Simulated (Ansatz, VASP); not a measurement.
## K: VASP beside Ansatz

```
K
1.0
     0.00000    3.32834    3.32834
     3.32834    0.00000    3.32834
     3.32834    3.32834    0.00000
K
1
Direct
  0.00000 0.00000 0.00000
```

Alike in both runs: functional PBE; k mesh 10 × 10 × 10; occupations fermi-dirac, width 0.1 eV; no spin polarisation.

Ansatz relaxed the structure, and its values are those at the end. VASP's run is a single point on that final structure, the one shown.

|  | VASP | Ansatz |
| --- | --- | --- |
| version | VASP 6.6.1 | Ansatz 0.2.0 |
| potentials or method | VASP PAW PBE potentials, release 64 (K_sv) | PAW with Ansatz's default frozen-core files, scalar-relativistic |
| plane-wave cutoff (eV) | 520 | 420 |
| valence electrons in the cell | 9 | 9 |

```csv
,VASP,Ansatz,Ansatz less VASP
pressure (GPa),0.0,0.0,+0.01
```

With one functional, cell and mesh, what is left measures potentials, basis and numerics.
